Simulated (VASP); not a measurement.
Set up this calculation in VASP 6.6.1, as the native input.

* Task: single point
* Functional: PBE
* Dispersion: D3(BJ)
* Potentials or basis: VASP PAW PBE potentials, release 64 (O, C, H)
* Cutoff: 520 eV
* k mesh: 1 × 1 × 1
* Occupations: fermi-dirac, width 0.02 eV
* Spin: no spin polarisation
* Dipole correction: no
* Further INCAR settings: LREAL = Auto; ALGO = Normal; EDIFF = 1e-06; NBANDS = 64

The structure of H6C2O lies in POSCAR:

```
H6C2O
1.0
    7.3483620000      0.0000000000      0.0000000000
    0.0000000000      7.3483620000      0.0000000000
    0.0000000000      0.0000000000      7.3483620000
O C H
4 8 24
Direct
    1.0539083404      0.2778714494      0.7180239623
    0.6473007182      0.4477732589      0.3731579909
    0.8524212607      0.8362816094     -0.0513856013
    0.8098267342     -0.0324017788      0.2980800347
    1.0644685169      0.1786248418      0.5878316828
    0.4891294141      0.4032055035      0.3513027801
    0.8369620332      0.6725580476     -0.0143161156
    0.7653406297      0.0915714278      0.2012693441
    0.5549672158      0.7071916163      0.7056402502
    0.4931575227      0.1401536832      0.8200739158
    0.1971187593      0.4416630536      0.0958580974
    0.0792829749      0.7206776150      0.5844976064
    0.9788848181      0.1671392890      0.4744186528
    1.1799228182      0.0770647935      0.5745498112
    0.3751584367      0.4973489330      0.3749951350
    0.4585783879      0.2602348659      0.3264128795
    0.8713778663      0.5701678823     -0.1241092913
    0.8080576324      0.6048422764      0.1181079539
    0.6173484649      0.1268854202      0.1730181502
    0.8617430660      0.1712218315      0.1212651200
    0.5339149051      0.6390267654      0.5718281163
    0.6145042936      0.8412487028      0.6765589393
    0.6187637463      0.6143001665      0.8055400646
    0.4147454902      0.7256174914      0.7592712498
    0.5499729055      0.1893074946      0.9538724412
    0.6014809831      0.1185162081      0.7264612168
    0.3910259184      0.2340113348      0.7807998572
    0.4447793944      0.0056883425      0.8410717926
    0.2676106594      0.3167780793      0.1296071152
    0.1121882673      0.4852373903      0.2101965037
    0.1136443741      0.4230330514     -0.0387433281
    0.2944329634      0.5522455208      0.0696073492
    0.0294079143      0.8018657763      0.6912697006
   -0.0133363054      0.5966499745      0.5573623074
    0.1938527253      0.6411905129      0.6271465668
    0.0987022686      0.7971436355      0.4555573065
```

The input as run:

INCAR

```
PREC = Accurate
ENCUT = 520
EDIFF = 1E-6
ISMEAR = -1
SIGMA = 0.02
LREAL = Auto
LASPH = True
NELM = 80
ALGO = Normal
ISIF = 2
LWAVE = False
LCHARG = False
GGA = PE
IVDW = 12
NBANDS = 64
```

KPOINTS

```
Automatic mesh
0
Gamma
  1 1 1
```

Potentials or basis: VASP PAW PBE potentials, release 64 (O, C, H).

The run is started by

```console
$ cat potpaw_PBE.64/O/POTCAR potpaw_PBE.64/C/POTCAR potpaw_PBE.64/H/POTCAR > POTCAR
$ mpirun -np 1 vasp_gam > vasp.out
```

Results of the run:

```yaml
Pressure: 1.5 GPa
Largest_force: 3.361 eV/Å
Band_gap_on_the_k_mesh: 2.92 eV
Dispersion_energy_per_atom: -0.039 eV
```

Caveat: the k points lie up to 0.86 Å⁻¹ apart.

Wall time 31 s on 1 thread of Intel(R) Xeon(R) 6975P-C (Granite Rapids), with other jobs on the host, peak memory 0.38 GiB.
